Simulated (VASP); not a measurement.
# Si (P4mm) in VASP: further runs

The runs below take Si through single point, relaxation of cell and atoms, with PBE.

All numbers are computed with VASP 6.6.1; they aren't measurements. Logs are shortened: lines on timing, memory, paths and dates and some standing lists are left out, and cuts for length are marked.

**1. The cell of the first run**

It takes space group P4mm (No. 99, tetragonal). Conventional cell: a = 3.915 Å, b = 3.915 Å, c = 3.905 Å, α = 90.00°, β = 90.00°, γ = 90.00°. Si (site symmetry 2mm) has 6 Si at 2.05 to 2.77 Å within 2.8 Å. Si (site symmetry 4mm) has 4 Si at 2.05 Å within 2.7 Å.

The cell was generated, and may not be a known phase.

**2. Single point, PBE**

INCAR

```
SYSTEM = Si
ALGO = Normal
EDIFF = 1E-7
ENCUT = 520
GGA = PE
ISIF = 2
ISMEAR = 0
LASPH = .TRUE.
LCHARG = .FALSE.
LREAL = .FALSE.
LWAVE = .FALSE.
NBANDS = 13
NELM = 60
PREC = Accurate
SIGMA = 0.1
```

KPOINTS

```
k-points
0
G
  4 4 4
  0 0 0
```

POSCAR

```
Si
1.0
    3.9151014700      0.0000000000      0.0000000000
    0.0000000000      3.9151014700      0.0000000000
    0.0000000000      0.0000000000      3.9054806100
Si
3
Direct
    0.0000000000      0.5000000000      0.3989463800
    0.5000000000      0.0000000000      0.3989463800
    0.0000000000      0.0000000000      0.5583363200
```

Potentials or basis: VASP PAW PBE potentials, release 64 (Si).

Command:

```console
$ cat potpaw_PBE.64/Si/POTCAR > POTCAR
$ mpirun -np 1 vasp_std > vasp.out
```

OUTCAR:

```text
SYSTEM = Si
   EDIFF = 1E-7
   ENCUT = 520
   GGA = PE
   ISIF = 2
   ISMEAR = 0
   LASPH = .TRUE.
   LREAL = .FALSE.
   NELM = 60
   PREC = Accurate

 ion  position               nearest neighbor table
   1  0.000  0.500  0.399-   3 2.05   3 2.05   2 2.77   2 2.77   2 2.77   2 2.77
   2  0.500  0.000  0.399-   3 2.05   3 2.05   1 2.77   1 2.77   1 2.77   1 2.77
   3  0.000  0.000  0.558-   1 2.05   2 2.05   1 2.05   2 2.05

  LATTYP: Found a simple tetragonal cell.
 ALAT       =     3.9151014700
 C/A-ratio  =     0.9975426282

  Lattice vectors:

 A1 = (   3.9151014700,   0.0000000000,   0.0000000000)
 A2 = (   0.0000000000,   3.9151014700,   0.0000000000)
 A3 = (   0.0000000000,   0.0000000000,   3.9054806100)

Analysis of symmetry for initial positions (statically):
=====================================================================
 Subroutine PRICEL returns:
 Original cell was already a primitive cell.

 Routine SETGRP: Setting up the symmetry group for a
 simple tetragonal supercell.

 Subroutine GETGRP returns: Found  8 space group operations
 (whereof  8 operations were pure point group operations)
 out of a pool of 16 trial point group operations.

The static configuration has the point symmetry C_4v.

Analysis of symmetry for dynamics (positions and initial velocities):
=====================================================================
 Subroutine PRICEL returns:
 Original cell was already a primitive cell.

 Routine SETGRP: Setting up the symmetry group for a
 simple tetragonal supercell.

 Subroutine GETGRP returns: Found  8 space group operations
 (whereof  8 operations were pure point group operations)
 out of a pool of 16 trial point group operations.

The dynamic configuration has the point symmetry C_4v.

 Subroutine INISYM returns: Found  8 space group operations
 (whereof  8 operations are pure point group operations),
 and found     1 'primitive' translations

----------------------------------------------------------------------------------------

                                     Primitive cell

  volume of cell :      59.8633

  direct lattice vectors                    reciprocal lattice vectors
     3.915101470  0.000000000  0.000000000     0.255421222  0.000000000  0.000000000
     0.000000000  3.915101470  0.000000000     0.000000000  0.255421222  0.000000000
     0.000000000  0.000000000  3.905480610     0.000000000  0.000000000  0.256050433

  length of vectors
[... 87 lines left out ...]
   PSTRESS=    0.0 pullay stress
   NELECT =      12.0000    total number of electrons
   NUPDOWN=      -1.0000    fix difference up-down
   EMIN   =  10.00;   EMAX   =-10.00  energy-range for DOS
   EFERMI =   0.00;   METHOD = LEGACY
   ISMEAR =     0;   SIGMA  =   0.10  broadening in eV -4-tet -1-fermi 0-gaus
   EFERMI_NEDOS =   21; number of points for ismear=-14 and -15
   IALGO  =     38    algorithm
   IMIX   =      4    mixing-type and parameters
     AMIX     =   0.40;   BMIX     =  1.00
     AMIX_MAG =   1.60;   BMIX_MAG =  1.00
  volume/ion in A,a.u.               =      19.95       134.66
  Fermi-wavevector in a.u.,A,eV,Ry     =   0.958109  1.810564 12.489788  0.917973
  Thomas-Fermi vector in A             =   2.087187
   LORBIT       =      0    0 simple, 1 ext, 2 COOP (PROOUT), +10 PAW based schemes
   GGA     = PE    functional components
   LHFCALC =     F    Hartree Fock is set to
   AEXX    =    0.0000 exact exchange contribution
   IVDW    =     0    specifies the selected vdW correction
   LEPSILON=     F    determine dielectric tensor
   LRPA    =     F    only Hartree local field effects (RPA)
 non-spin polarized calculation
 Gauss-broadening in eV      SIGMA  =   0.10
  energy-cutoff  :      520.00
  volume of cell :       59.86
 maximum number of plane-waves:      1640
 NGX is ok and might be reduce to    30
   NGX = 15   NGY = 15   NGZ = 15

 number of electron      11.9999998 magnetization

 Free energy of the ion-electron system (eV)
  ---------------------------------------------------
  ext. energy  EPLUGINS =         0.00000000
  ---------------------------------------------------
  free energy    TOTEN  =       -10.75190020 eV

  energy without entropy =      -10.74534232  energy(sigma->0) =      -10.74862126

 E-fermi :   6.0169     XC(G=0):  -9.3186

 val. band max:        5.9600751228   @ k =   0.2500   0.0000   0.2500
 cond. band min:       6.2350936771   @ k =   0.5000   0.2500   0.0000
 fundamental gap:      0.2750185543
 Fermi energy:         6.0168859648

 k-point     1 :       0.0000    0.0000    0.0000
  band No.  band energies     occupation
      1      -7.7439      2.00000
      2       0.4061      2.00000
      3       0.4061      2.00000
      4       1.7366      2.00000
      5       2.6921      2.00000
      6       4.7812      2.00000
      7       6.3344      0.00001
      8       9.8066      0.00000
      9       9.8865      0.00000
     10       9.8865      0.00000
     11      10.2278      0.00000
     12      12.3365      0.00000
     13      12.3365      0.00000
[... 258 lines left out ...]
  band No.  band energies     occupation
      1      -4.4809      2.00000
      2      -2.8584      2.00000
      3      -2.8584      2.00000
      4       1.3283      2.00000
      5       3.0024      2.00000
      6       3.9586      2.00000
      7       3.9586      2.00000
      8       8.4061      0.00000
      9      10.2582      0.00000
     10      13.7617      0.00000
     11      13.7617      0.00000
     12      14.8620      0.00000
     13      15.8864      0.00000

------------------------ aborting loop because EDIFF is reached ----------------------------------------

  FORCE on cell =-STRESS in cart. coord.  units (eV):
  Direction    XX          YY          ZZ          XY          YZ          ZX
  --------------------------------------------------------------------------------------
  -------------------------------------------------------------------------------------
  Total       15.1868367     15.1868367      1.9839653      0.0000000      0.0000000      0.0000000
  in kB      406.4595896    406.4595896     53.0987277      0.0000000      0.0000000      0.0000000
  external PRESSURE =     288.6726356 kB  Pullay stress =       0.0000000 kB

 VOLUME and BASIS-vectors are now :
 -----------------------------------------------------------------------------
  energy-cutoff  :      520.00
  volume of cell :       59.86
      direct lattice vectors                 reciprocal lattice vectors
     3.915101470  0.000000000  0.000000000     0.255421222  0.000000000  0.000000000
     0.000000000  3.915101470  0.000000000     0.000000000  0.255421222  0.000000000
     0.000000000  0.000000000  3.905480610     0.000000000  0.000000000  0.256050433

 POSITION                                       TOTAL-FORCE (eV/Angst)
 -----------------------------------------------------------------------------------
      0.00000      1.95755      1.55808         0.000000      0.000000     -2.770646
      1.95755      0.00000      1.55808         0.000000     -0.000000     -2.770646
      0.00000      0.00000      2.18057         0.000000     -0.000000      5.541292
 -----------------------------------------------------------------------------------
    total drift:                               -0.000000     -0.000000     -0.000060

  FREE ENERGIE OF THE ION-ELECTRON SYSTEM (eV)
  ---------------------------------------------------
  free  energy   TOTEN  =       -10.7519001997 eV

  energy  without entropy=      -10.7453423179  energy(sigma->0) =      -10.74862126
```

OSZICAR:

```text
N       E                     dE             d eps       ncg     rms          rms(c)
DAV:   1     0.273691447562E+02    0.27369E+02   -0.47982E+03   468   0.756E+02
DAV:   2    -0.100963654819E+02   -0.37466E+02   -0.35102E+02   601   0.119E+02
DAV:   3    -0.117569153867E+02   -0.16605E+01   -0.16398E+01   611   0.233E+01
DAV:   4    -0.117789037322E+02   -0.21988E-01   -0.21980E-01   556   0.334E+00
DAV:   5    -0.117793313910E+02   -0.42766E-03   -0.42765E-03   614   0.448E-01    0.814E+00
DAV:   6    -0.108782914221E+02    0.90104E+00   -0.13064E+00   548   0.482E+00    0.451E+00
DAV:   7    -0.107528337409E+02    0.12546E+00   -0.56619E-01   593   0.319E+00    0.166E+00
DAV:   8    -0.107518208142E+02    0.10129E-02   -0.51003E-02   513   0.119E+00    0.323E-01
DAV:   9    -0.107517658732E+02    0.54941E-04   -0.27072E-03   563   0.297E-01    0.143E-01
DAV:  10    -0.107518737563E+02   -0.10788E-03   -0.45187E-04   563   0.111E-01    0.485E-02
DAV:  11    -0.107518977455E+02   -0.23989E-04   -0.54838E-05   553   0.433E-02    0.258E-02
DAV:  12    -0.107518982621E+02   -0.51667E-06   -0.13841E-05   588   0.172E-02    0.657E-03
DAV:  13    -0.107519001549E+02   -0.18928E-05   -0.29231E-06   543   0.913E-03    0.320E-03
DAV:  14    -0.107519001997E+02   -0.44716E-07   -0.78460E-08   508   0.162E-03
   1 F= -.10751900E+02 E0= -.10748621E+02  d E =-.655788E-02
```

It took 18 s on 1 thread of Intel Xeon 8259CL, shared host; peak memory 0.16 GiB.

Results:

```
Free energy            : -10.7519 eV
Pressure               : 28.9 GPa
Largest force          : 5.541 eV/Å
Band gap on the k mesh : zero (bands 6 and 7 overlap by 2.63 eV)
```

Forces in eV/Å, atoms in the order of the input:
```
Si   0.000  0.000 -2.771
Si   0.000  0.000 -2.771
Si   0.000  0.000  5.541
```

Caveat: the k points lie up to 0.40 Å⁻¹ apart, too coarse for converged energies and pressures of a metal; forces of over 1 eV/Å act on the atoms, so gaps and moduli don't describe the material at rest.

**3. Relaxation of cell and atoms, PBE**

INCAR

```
PREC = Accurate ; ENCUT = 600
EDIFF = 1E-6 ; ISMEAR = 0
SIGMA = 0.1 ; LREAL = False
LASPH = True ; NELM = 60
ALGO = Normal ; ISIF = 3
LWAVE = False ; LCHARG = False
GGA = PE ; IBRION = 2
NSW = 90 ; EDIFFG = -0.04
```

KPOINTS

```
Automatic mesh
0
Gamma
  4 4 4
```

POSCAR is that of step 2.

Potentials or basis: VASP PAW PBE potentials, release 64 (Si).

Command:

```console
$ cat potpaw_PBE.64/Si/POTCAR > POTCAR
$ mpirun -np 1 vasp_std > vasp.out
```

Run time: 3.6 min. Hardware: 1 thread of Intel Xeon 8259CL, shared host; peak memory 0.18 GiB.

It converged, with:

```yaml
Free_energy: -14.9159 eV
Relaxed_volume: 16.52 Å³/atom
Relaxed_cell: a = 3.804 Å, b = 3.804 Å, c = 3.424 Å, α = 90.00°, β = 90.00°, γ = 90.00°
Space_group_after_relaxing_to_0.1_Å: P4/mmm (No. 123)
Pressure_after_relaxing: 0.1 GPa
Largest_force_after_relaxing: 0.025 eV/Å
Band_gap_on_the_k_mesh: zero (bands 6 and 7 overlap by 5.83 eV)
```

Forces in eV/Å, atoms in the order of the input:
```
Si   0.000  0.000 -0.012
Si   0.000  0.000 -0.012
Si   0.000  0.000  0.025
```

Final structure:
```
Si
1.0
     3.80383    0.00000    0.00000
     0.00000    3.80383    0.00000
     0.00000    0.00000    3.42445
Si
3
Direct
  0.00000 0.50000 0.28572
  0.50000 0.00000 0.28572
  0.00000 0.00000 0.78480
```

Levels at points of the mesh, in eV from the Fermi level:
```csv
k point,band 3,band 4,band 5,band 6,band 7,band 8,band 9,band 10
"(0.00, 0.00, 0.00)",-4.37,-3.89,-2.62,-2.23,0.85,4.66,4.66,5.80
"(0.50, 0.00, 0.00)",-3.13,-1.53,-1.33,-0.35,0.58,1.07,1.35,4.36
"(0.50, 0.50, 0.00)",-8.92,-5.38,0.32,1.72,1.72,2.88,4.14,4.14
"(0.00, 0.00, 0.50)",-2.38,-2.38,-1.55,-0.41,-0.41,-0.29,0.42,3.44
"(0.50, 0.00, 0.50)",-8.12,-5.59,-0.80,0.32,0.85,0.90,2.22,2.81
"(0.50, 0.50, 0.50)",-6.78,-6.78,-4.89,-4.89,-4.10,0.88,9.13,10.91
```

Caveat: the k points lie up to 0.46 Å⁻¹ apart in the final cell, too coarse for converged energies and pressures of a metal; the volume moved by over 15 % at a fixed basis, so the end points are rough.

The gap in the log of VASP goes by the Fermi energy; the results here count the filled bands.